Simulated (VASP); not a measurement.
Here is a VASP 6.6.1 calculation.

INCAR

```
SYSTEM = Sb
  ALGO = Normal
  EDIFF = 1E-6
  ENCUT = 500
  GGA = PS
  GGA_COMPAT = .False.
  ISIF = 2
  ISMEAR = -1
  LASPH = .True.
  LCHARG = .False.
  LREAL = .False.
  LWAVE = .False.
  NBANDS = 12
  NELM = 120
  PREC = Accurate
  SIGMA = 0.05
```

Contents of KPOINTS:

```
k-points
0
Gamma
  8 8 8
  0 0 0
```

File POSCAR:

```
Sb
1.0
    2.1972840000      1.2686025089      3.7580000000
   -2.1972840000      1.2686025089      3.7580000000
    0.0000000000     -2.5372050178      3.7580000000
Sb
2
Direct
    0.7665100000      0.7665100000      0.7665100000
    0.2334900000      0.2334900000      0.2334900000
```

Potentials or basis: VASP PAW PBE potentials, release 64 (Sb).

Command:

```bash
$ cat potpaw_PBE.64/Sb/POTCAR > POTCAR
$ mpirun -np 1 vasp_std > vasp.out
```

Q: What does it give for the pressure?

A: -2.1 GPa.

Q: Predict the band gap on the k mesh.

A: Zero (band 5 reaches 6.63 eV, above the bottom of band 6 at 6.37 eV).

Forces in eV/Å, atoms in the order of the input:
```
Sb   0.000  0.000  0.016
Sb   0.000  0.000 -0.016
```

Caveat: the PAW data sets were made with another functional, which shifts forces and pressure a little; spin-orbit coupling is left out, which moves the levels of the heavy elements.
